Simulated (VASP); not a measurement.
The system is Cu.

```
Cu
1.0
     2.54558    0.00000    0.00000
     0.00000    2.54558    0.00000
     0.00000    0.00000    3.60000
Cu
2
Cartesian
  0.0000 0.0000 0.0000
  1.2728 1.2728 1.8000
```

```yaml
Program: VASP 6.6.1
Task: relaxation of cell and atoms
Functional: PBE
Potentials_or_basis: VASP PAW PBE potentials, release 64 (Cu)
Cutoff: 600 eV
k_mesh: 16 × 16 × 12
Occupations: methfessel-paxton, width 0.1 eV
Spin: no spin polarisation
```

At the start: pressure 4.3 GPa; volume 11.66 Å³/atom.

Task: Where does the relaxation end?

Result: Over 11 steps the energy falls by 4.5 meV/atom and the volume is 12.01 Å³/atom (+2.9 %); space group Fm-3m (No. 225, to 0.1 Å) before and after.

Step by step:
```
step  energy change (eV)  largest force (eV/Å)  pressure (GPa)  volume (Å³)
   1              0.0000                0.0000            4.30        23.33
   2             -0.0062                0.0000           -2.27        24.40
   3             -0.0088                0.0000            0.01        24.01
   4             -0.0088                0.0000           -0.06        24.03
   5             -0.0089                0.0000           -0.23        24.03
   6             -0.0089                0.0000           -0.44        24.03
   7             -0.0089                0.0000           -0.10        24.02
   8             -0.0089                0.0000           -0.07        24.02
   9             -0.0089                0.0000           -0.07        24.02
  10             -0.0089                0.0000            0.26        24.01
  11             -0.0089                0.0000            0.03        24.02
```

Final structure:
```
Cu
1.0
     2.57518    0.00000    0.00000
     0.00000    2.57518    0.00000
     0.00000    0.00000    3.62143
Cu
2
Cartesian
  0.0000 0.0000 0.0000
  1.2876 1.2876 1.8107
```
